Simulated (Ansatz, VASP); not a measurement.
# One calculation of CsPbCl3, two programs

```xyz
5
Lattice="5.7451 0.0000 0.0000 0.0000 5.7451 0.0000 0.0000 0.0000 5.3247" Properties=species:S:1:pos:R:3 pbc="T T T"
Cs    0.0000    0.0000    0.0000
Pb    2.8726    2.8726    2.6624
Cl    0.0000    2.8726    2.6624
Cl    2.8726    0.0000    2.6624
Cl    2.8726    2.8726    0.0000
```

Change from the starting cell: strain +0.025 along x and y, -0.050 along z, atoms carried along.

Alike in both runs: task single point; functional PBEsol; k mesh 6 × 6 × 6; occupations gaussian, width 0.05 eV; no spin polarisation.

|  | VASP | Ansatz |
| --- | --- | --- |
| version | VASP 6.6.1 | Ansatz 0.2.0 |
| potentials or method | VASP PAW PBE potentials, release 64 (Cs_sv, Pb_d, Cl), cutoff 520 eV | scalar-relativistic, plane waves, PAW |
| valence electrons in the cell | 44 | 44 |

```csv
,VASP,Ansatz,Ansatz less VASP
gap on the k mesh at the Fermi level (eV),1.52,1.51,-0.005
least direct gap on the mesh (eV),1.52,1.51,-0.005
pressure (GPa),0.6,0.6,+0.03
"traceless stress, the component that is largest in VASP (GPa)",3.09,3.08,-0.005
```

VASP's potentials were made for PBE, not for PBEsol.

Neither program's run includes spin-orbit coupling.
